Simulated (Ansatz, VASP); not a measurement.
# IrC: VASP beside Ansatz

```
CELL_PARAMETERS angstrom
2.71835 0.00000 0.00000
0.00000 2.71835 0.00000
0.00000 0.00000 2.71835
ATOMIC_POSITIONS crystal
Ir 0.50000 0.50000 0.50000
C 0.00000 0.00000 0.00000
```

Change from the starting cell: species swapped into the NbIr type (P4/mmm, No. 123).

Alike in both runs: task single point; functional PBE; k mesh 6 × 6 × 6; occupations gaussian, width 0.1 eV; collinear spin.

|  | VASP | Ansatz |
| --- | --- | --- |
| version | VASP 6.6.1 | Ansatz 0.2.0 |
| potentials or method | VASP PAW PBE potentials, release 64 (Ir_sv_GW, C), cutoff 600 eV | scalar-relativistic, plane waves, PAW |
| valence electrons in the cell | 21 | 21 |

```csv
,VASP,Ansatz,Ansatz less VASP
gap on the k mesh at the Fermi level (eV),none,none,-
pressure (GPa),-0.9,-0.1,+0.79
net moment per atom (μB),0.00,0.00,0.000
```

A gap of «none» marks a metal or a gap that the smearing closes. Ansatz's warnings: seeded moment not kept.

The k mesh is coarse, so the values compare programs but aren't converged. Spin-orbit coupling is off throughout.
